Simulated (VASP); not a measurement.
# TiCo2 (R-3m) in VASP: a series of runs

Runs on TiCo2. Level: PBEsol. Tasks: single point.

All numbers are computed with VASP 6.6.1; they aren't measurements. Logs are shortened: lines on timing, memory, paths and dates and some standing lists are left out, and cuts for length are marked.

### Step 1. The cell of the first run

Symmetry: R-3m, No. 166, trigonal system. The conventional cell has a = 4.772 Å, b = 4.772 Å, c = 11.131 Å, α = 90.00°, β = 90.00°, γ = 120.00°. Ti (site symmetry 3m) has 12 Co at 2.69 to 2.79 Å and 4 Ti at 2.81 to 2.90 Å within 3.5 Å. Co (site symmetry 2/m) has 6 Co at 2.31 to 2.39 Å and 6 Ti at 2.69 to 2.77 Å within 3.1 Å. Within 3.1 Å of Co (site symmetry -3m) lie 6 Co at 2.31 Å and 6 Ti at 2.79 Å.

### Step 2. Single point, PBEsol (biaxial strain in the a-b plane: +3.0 %, then relaxed in part)

Input file INCAR:

```
SYSTEM = TiCo2
  ALGO = Fast
  EDIFF = 1E-6
  ENCUT = 520
  GGA = PS
  ISIF = 2
  ISMEAR = 0
  LASPH = .True.
  LCHARG = .False.
  LREAL = .False.
  LWAVE = .False.
  NBANDS = 39
  NELM = 80
  PREC = Accurate
  SIGMA = 0.1
```

Input file KPOINTS:

```
k-points
0
Gamma
  10 10 10
  0 0 0
```

Input file POSCAR:

```
TiCo2
1.0
    0.0000000000      3.3746078574      3.3746078574
    3.3746078574      0.0000000000      3.3746078574
    3.2670065815      3.2670065815      0.1076012760
Ti Co
2 4
Direct
    0.4989231264      0.4989231264      0.5032306207
    0.7510768736      0.7510768736      0.7467693793
    0.1250000000      0.1250000000      0.1250000000
    0.6250000000      0.1250000000      0.1250000000
    0.1250000000      0.1250000000      0.6250000000
    0.1250000000      0.6250000000      0.1250000000
```

Potentials or basis: VASP PAW PBE potentials, release 64 (Ti_sv, Co).

Started as:

```sh
> cat potpaw_PBE.64/Ti_sv/POTCAR potpaw_PBE.64/Co/POTCAR > POTCAR
> mpirun -np 1 vasp_std > vasp.out
```

OUTCAR:

```text
SYSTEM = TiCo2
   EDIFF = 1E-6
   ENCUT = 520
   GGA = PS
   ISIF = 2
   ISMEAR = 0
   LASPH = .True.
   LREAL = .False.
   NELM = 80
   PREC = Accurate

 ion  position               nearest neighbor table
   1  0.499  0.499  0.503-   3 2.69   4 2.69   6 2.69   4 2.77   6 2.77   3 2.77   3 2.77   4 2.77
                             6 2.77   5 2.79   5 2.79   5 2.79   2 2.81   2 2.90   2 2.90   2 2.90
   2  0.751  0.751  0.747-   3 2.69   4 2.69   6 2.69   6 2.77   4 2.77   3 2.77   3 2.77   4 2.77
                             6 2.77   5 2.79   5 2.79   5 2.79   1 2.81   1 2.90   1 2.90   1 2.90
   3  0.125  0.125  0.125-   5 2.31   5 2.31   6 2.39   4 2.39   6 2.39   4 2.39   1 2.69   2 2.69
                             1 2.77   2 2.77   1 2.77   2 2.77
   4  0.625  0.125  0.125-   5 2.31   5 2.31   6 2.39   3 2.39   3 2.39   6 2.39   1 2.69   2 2.69
                             2 2.77   1 2.77   2 2.77   1 2.77
   5  0.125  0.125  0.625-   4 2.31   6 2.31   6 2.31   4 2.31   3 2.31   3 2.31   1 2.79   2 2.79
                             1 2.79   2 2.79   1 2.79   2 2.79
   6  0.125  0.625  0.125-   5 2.31   5 2.31   3 2.39   4 2.39   3 2.39   4 2.39   1 2.69   2 2.69
                             2 2.77   1 2.77   1 2.77   2 2.77

  LATTYP: Found a trigonal (rhomboedric) cell.
 ALAT       =     4.6214978136
 COS(alpha) =     0.4668110714

  Lattice vectors:

 A1 = (   3.2670065815,  -0.1076012759,  -3.2670065814)
 A2 = (  -0.1076012759,   3.2670065815,  -3.2670065814)
 A3 = (   3.2670065815,   3.2670065815,   0.1076012760)

Analysis of symmetry for initial positions (statically):
=====================================================================
 Subroutine PRICEL returns:
 Original cell was already a primitive cell.

 Routine SETGRP: Setting up the symmetry group for a
 trigonal (rhombohedral) supercell.

 Subroutine GETGRP returns: Found 12 space group operations
 (whereof  6 operations were pure point group operations)
 out of a pool of 12 trial point group operations.

The static configuration has the point symmetry C_3v.
 The point group associated with its full space group is D_3d.

Analysis of symmetry for dynamics (positions and initial velocities):
=====================================================================
 Subroutine PRICEL returns:
 Original cell was already a primitive cell.

 Routine SETGRP: Setting up the symmetry group for a
 trigonal (rhombohedral) supercell.

 Subroutine GETGRP returns: Found 12 space group operations
 (whereof  6 operations were pure point group operations)
 out of a pool of 12 trial point group operations.

The dynamic configuration has the point symmetry C_3v.
 The point group associated with its full space group is D_3d.

 Subroutine INISYM returns: Found 12 space group operations
 (whereof  6 operations are pure point group operations),
 and found     1 'primitive' translations

----------------------------------------------------------------------------------------

                                     Primitive cell

  volume of cell :      73.1838

  direct lattice vectors                    reciprocal lattice vectors
     0.000000000  3.374607857  3.374607857    -0.150646185  0.145684542  0.150646185
     3.374607857  0.000000000  3.374607857     0.145684542 -0.150646185  0.150646185
     3.267006582  3.267006582  0.107601276     0.155607829  0.155607829 -0.155607829

  length of vectors
     4.772416200  4.772416200  4.621497814     0.258094037  0.258094037  0.269520665

  position of ions in fractional coordinates (direct lattice)
     0.498923126  0.498923126  0.503230621
     0.751076874  0.751076874  0.746769379
     0.125000000  0.125000000  0.125000000
     0.625000000  0.125000000  0.125000000
     0.125000000  0.125000000  0.625000000
     0.125000000  0.625000000  0.125000000

  ion indices of the primitive-cell ions
   primitive index   ion index
                 1           1
                 2           2
                 3           3
                 4           4
                 5           5
                 6           6

----------------------------------------------------------------------------------------

 KPOINTS: k-points

Automatic generation of k-mesh.
 Grid dimensions read from file:
 generate k-points for:   10   10   10

 Generating k-lattice:

  Cartesian coordinates                     Fractional coordinates (reciprocal lattice)
    -0.015064619  0.014568454  0.015064619     0.100000000  0.000000000 -0.000000000
     0.014568454 -0.015064619  0.015064619     0.000000000  0.100000000 -0.000000000
     0.015560783  0.015560783 -0.015560783     0.000000000  0.000000000  0.100000000

  Length of vectors
     0.025809404  0.025809404  0.026952067

  Shift w.r.t. Gamma in fractional coordinates (k-lattice)
     0.000000000  0.000000000  0.000000000

 Subroutine IBZKPT returns following result:
 ===========================================

 Found    116 irreducible k-points:

 Following reciprocal coordinates:
            Coordinates               Weight
  0.000000  0.000000  0.000000      1.000000
  0.100000  0.000000 -0.000000      6.000000
  0.200000  0.000000 -0.000000      6.000000
  0.300000  0.000000 -0.000000      6.000000
  0.400000  0.000000 -0.000000      6.000000
  0.500000  0.000000  0.000000      3.000000
[... 16 lines left out ...]
  0.300000  0.300000 -0.000000      6.000000
  0.400000  0.300000 -0.000000     12.000000
 [... further k-points ...]
   k-points           NKPTS =    116   k-points in BZ     NKDIM =    116   number of bands    NBANDS=     39
   number of dos      NEDOS =    301   number of ions     NIONS =      6
   total plane-waves  NPLWV =  46656
   dimension x,y,z NGX =    36 NGY =   36 NGZ =   36
   dimension x,y,z NGXF=    72 NGYF=   72 NGZF=   72
   ions per type =               2   4
   NGX,Y,Z   is equivalent  to a cutoff of  12.54, 12.54, 12.95 a.u.
   NGXF,Y,Z  is equivalent  to a cutoff of  25.08, 25.08, 25.90 a.u.
 SYSTEM =  TiCo2
   PREC   = accura    normal or accurate (medium, high low for compatibility)
   ISTART =      0    job   : 0-new  1-cont  2-samecut
   ICHARG =      2    charge: 1-file 2-atom 10-const
   ISPIN  =      1    spin polarized calculation?
   LNONCOLLINEAR =      F non collinear calculations
   LSORBIT =      F    spin-orbit coupling
   LASPH  =      T    aspherical Exc in radial PAW
   ENCUT  =  520.0 eV  38.22 Ry    6.18 a.u.   8.87  8.87  8.59*2*pi/ulx,y,z
   NELM   =     80;   NELMIN=  2; NELMDL= -5     # of ELM steps
   EDIFF  = 0.1E-05   stopping-criterion for ELM
   LREAL  =      F    real-space projection
   EDIFFG = 0.1E-04   stopping-criterion for IOM
   NSW    =      0    number of steps for IOM
   IBRION =     -1    ionic relax: 0-MD 1-quasi-New 2-CG
   NFREE  =      0    steps in history (QN), initial steepest desc. (CG)
   ISIF   =      2    stress and relaxation
   ISYM   =      2    0-nonsym 1-usesym 2-fastsym
   POTIM  = 0.5000    time-step for ionic-motion
   TEBEG  =    0.0;   TEEND  =   0.0 temperature during run
   PSTRESS=    0.0 pullay stress
   NELECT =      60.0000    total number of electrons
   NUPDOWN=      -1.0000    fix difference up-down
   EMIN   =  10.00;   EMAX   =-10.00  energy-range for DOS
   EFERMI =   0.00;   METHOD = LEGACY
   ISMEAR =     0;   SIGMA  =   0.10  broadening in eV -4-tet -1-fermi 0-gaus
   EFERMI_NEDOS =   21; number of points for ismear=-14 and -15
   IALGO  =     68    algorithm
   IMIX   =      4    mixing-type and parameters
     AMIX     =   0.40;   BMIX     =  1.00
     AMIX_MAG =   1.60;   BMIX_MAG =  1.00
  volume/ion in A,a.u.               =      12.20        82.31
  Fermi-wavevector in a.u.,A,eV,Ry     =   1.532217  2.895470 31.942234  2.347688
  Thomas-Fermi vector in A             =   2.639453
   LORBIT       =      0    0 simple, 1 ext, 2 COOP (PROOUT), +10 PAW based schemes
   GGA     = PS    functional components
   LHFCALC =     F    Hartree Fock is set to
   AEXX    =    0.0000 exact exchange contribution
   IVDW    =     0    specifies the selected vdW correction
   LEPSILON=     F    determine dielectric tensor
   LRPA    =     F    only Hartree local field effects (RPA)
 non-spin polarized calculation
 RMM-DIIS sequential band-by-band and
 Gauss-broadening in eV      SIGMA  =   0.10
  energy-cutoff  :      520.00
  volume of cell :       73.18
 maximum number of plane-waves:      1999
   NGX = 17   NGY = 17   NGZ = 17

 number of electron      60.0000009 magnetization

 Free energy of the ion-electron system (eV)
  ---------------------------------------------------
  ext. energy  EPLUGINS =         0.00000000
  ---------------------------------------------------
  free energy    TOTEN  =       -49.57014426 eV

  energy without entropy =      -49.52692694  energy(sigma->0) =      -49.54853560

 E-fermi :  10.0635     XC(G=0): -13.0998

 val. band max:       10.0612594029   @ k =  -0.3000   0.3000   0.1000
 cond. band min:      10.0665306829   @ k =  -0.2000  -0.3000   0.2000
 fundamental gap:      0.0052712800
 Fermi energy:        10.0635406632

 k-point     1 :       0.0000    0.0000    0.0000
  band No.  band energies     occupation
      1     -46.8606      2.00000
      2     -46.7665      2.00000
      3     -23.2724      2.00000
      4     -23.2536      2.00000
      5     -23.2536      2.00000
      6     -23.0683      2.00000
[... 31 lines left out ...]
     38      11.4803      0.00000
     39      12.6383      0.00000

 k-point     2 :       0.1000    0.0000   -0.0000
  band No.  band energies     occupation
      1     -46.8590      2.00000
      2     -46.7681      2.00000
      3     -23.2740      2.00000
      4     -23.2556      2.00000
      5     -23.2531      2.00000
      6     -23.0691      2.00000
[... 913 lines left out ...]
     38      12.2418      0.00000
     39      12.9136      0.00000

 k-point    24 :       0.4000    0.3000   -0.0000
  band No.  band energies     occupation
      1     -46.8349      2.00000
      2     -46.7920      2.00000
      3     -23.2997      2.00000
      4     -23.2936      2.00000
      5     -23.2049      2.00000
      6     -23.1172      2.00000
[... 31 lines left out ...]
     38      12.1963      0.00000
     39      12.7697      0.00000

 [... further k-points ...]

------------------------ aborting loop because EDIFF is reached ----------------------------------------

  FORCE on cell =-STRESS in cart. coord.  units (eV):
  Direction    XX          YY          ZZ          XY          YZ          ZX
  --------------------------------------------------------------------------------------
  -------------------------------------------------------------------------------------
  Total       -3.8890697     -3.8890697     -3.8890697      1.7597184     -1.7597184     -1.7597184
  in kB      -85.1414671    -85.1414671    -85.1414671     38.5246379    -38.5246379    -38.5246379
  external PRESSURE =     -85.1414671 kB  Pullay stress =       0.0000000 kB

 VOLUME and BASIS-vectors are now :
 -----------------------------------------------------------------------------
  energy-cutoff  :      520.00
  volume of cell :       73.18
      direct lattice vectors                 reciprocal lattice vectors
     0.000000000  3.374607857  3.374607857    -0.150646185  0.145684542  0.150646185
     3.374607857  0.000000000  3.374607857     0.145684542 -0.150646185  0.150646185
     3.267006582  3.267006582  0.107601276     0.155607829  0.155607829 -0.155607829

 POSITION                                       TOTAL-FORCE (eV/Angst)
 -----------------------------------------------------------------------------------
      3.32773      3.32773      3.42149         0.001718      0.001718     -0.001718
      4.97429      4.97429      5.14953        -0.001718     -0.001718      0.001718
      0.83020      0.83020      0.85710        -0.000000      0.000000      0.000000
      0.83020      2.51751      2.54441        -0.000000      0.000000      0.000000
      2.46371      2.46371      0.91090        -0.000000      0.000000      0.000000
      2.51751      0.83020      2.54441        -0.000000      0.000000      0.000000
 -----------------------------------------------------------------------------------
    total drift:                                0.000000      0.000000      0.000000

  FREE ENERGIE OF THE ION-ELECTRON SYSTEM (eV)
  ---------------------------------------------------
  free  energy   TOTEN  =       -49.5701442574 eV

  energy  without entropy=      -49.5269269379  energy(sigma->0) =      -49.54853560
```

Run time: 21 min. Hardware: 1 thread of Intel Xeon 8259CL, shared host; peak memory 0.41 GiB.

What came out:

```
Free energy            : -49.5701 eV
Pressure               : -8.5 GPa
Band gap on the k mesh : zero (bands 30 and 31 overlap by 0.66 eV)
```

Forces in eV/Å, atoms in the order of the input:
```
Ti   0.002  0.002 -0.002
Ti  -0.002 -0.002  0.002
Co   0.000  0.000  0.000
Co   0.000  0.000  0.000
Co   0.000  0.000  0.000
Co   0.000  0.000  0.000
```

Levels at points of the mesh, in eV from the Fermi level:
| k point | band 28 | band 29 | band 30 | band 31 | band 32 | band 33 |
| --- | --- | --- | --- | --- | --- | --- |
| (0.00, 0.00, 0.00) | -0.60 | -0.47 | -0.43 | -0.43 | 0.67 | 0.85 |
| (0.50, 0.00, 0.00) | -0.36 | -0.28 | 0.12 | 0.14 | 0.53 | 0.64 |
| (0.50, 0.50, 0.00) | -0.58 | -0.48 | -0.42 | -0.11 | 0.05 | 0.82 |
| (0.00, 0.00, 0.50) | -0.45 | -0.45 | 0.12 | 0.12 | 0.46 | 0.46 |

Caveat: the cell differs from its parent crystal (biaxial strain in the a-b plane: +3.0 %, then relaxed in part); the cell stands under tension; the PAW data sets were made with another functional, which shifts forces and pressure a little; the run has no spin polarisation, though such a crystal can be magnetic.

### Step 3. Single point, PBEsol (biaxial strain in the a-b plane: +3.0 %)

Input file INCAR:

```
SYSTEM = TiCo2
ALGO = Fast ; EDIFF = 1E-6
ENCUT = 520 ; GGA = PS
ISIF = 2 ; ISMEAR = 0
LASPH = .TRUE. ; LCHARG = .FALSE.
LREAL = .FALSE. ; LWAVE = .FALSE.
NBANDS = 39 ; NELM = 60
PREC = Accurate ; SIGMA = 0.1
```

Input file KPOINTS:

```
k-points
0
G
  10 10 10
  0 0 0
```

Input file POSCAR:

```
TiCo2
1.0
    0.0000000000      3.3746078574      3.3746078574
    3.3746078574      0.0000000000      3.3746078574
    3.2697656716      3.2697656716      0.1048421859
Ti Co
2 4
Direct
    0.4992904951      0.4992904951      0.5021285146
    0.7507095049      0.7507095049      0.7478714854
    0.1250000000      0.1250000000      0.1250000000
    0.6250000000      0.1250000000      0.1250000000
    0.1250000000      0.1250000000      0.6250000000
    0.1250000000      0.6250000000      0.1250000000
```

Potentials or basis: VASP PAW PBE potentials, release 64 (Ti_sv, Co).

Started as:

```sh
> cat potpaw_PBE.64/Ti_sv/POTCAR potpaw_PBE.64/Co/POTCAR > POTCAR
> mpirun -np 1 vasp_std > vasp.out
```

Wall time 21 min (1 thread of Intel Xeon 8259CL, shared host); peak memory 0.4 GiB.

Results (log left out):

```yaml
Free_energy: -49.5694 eV
Pressure: -8.8 GPa
Largest_force: 0.044 eV/Å
Band_gap_on_the_k_mesh: zero (bands 30 and 31 overlap by 0.66 eV)
```

Forces in eV/Å, atoms in the order of the input:
```
Ti   0.025  0.025 -0.025
Ti  -0.025 -0.025  0.025
Co   0.000  0.000  0.000
Co   0.000  0.000  0.000
Co   0.000  0.000  0.000
Co   0.000  0.000  0.000
```

Stress tensor (GPa, compression positive):
```
-8.79  3.76 -3.76
 3.76 -8.79 -3.76
-3.76 -3.76 -8.79
```

Levels at points of the mesh, in eV from the Fermi level:
| k point | band 28 | band 29 | band 30 | band 31 | band 32 | band 33 |
| --- | --- | --- | --- | --- | --- | --- |
| (0.00, 0.00, 0.00) | -0.60 | -0.48 | -0.43 | -0.43 | 0.67 | 0.85 |
| (0.50, 0.00, 0.00) | -0.36 | -0.28 | 0.12 | 0.15 | 0.54 | 0.63 |
| (0.50, 0.50, 0.00) | -0.58 | -0.48 | -0.42 | -0.11 | 0.05 | 0.81 |
| (0.00, 0.00, 0.50) | -0.45 | -0.45 | 0.11 | 0.11 | 0.46 | 0.46 |

Caveat: the cell differs from its parent crystal (biaxial strain in the a-b plane: +3.0 %); the cell stands under tension; the PAW data sets were made with another functional, which shifts forces and pressure a little; the run has no spin polarisation, though such a crystal can be magnetic. Spin polarisation is off, so any magnetic state and its effect on volume and gap are missing.
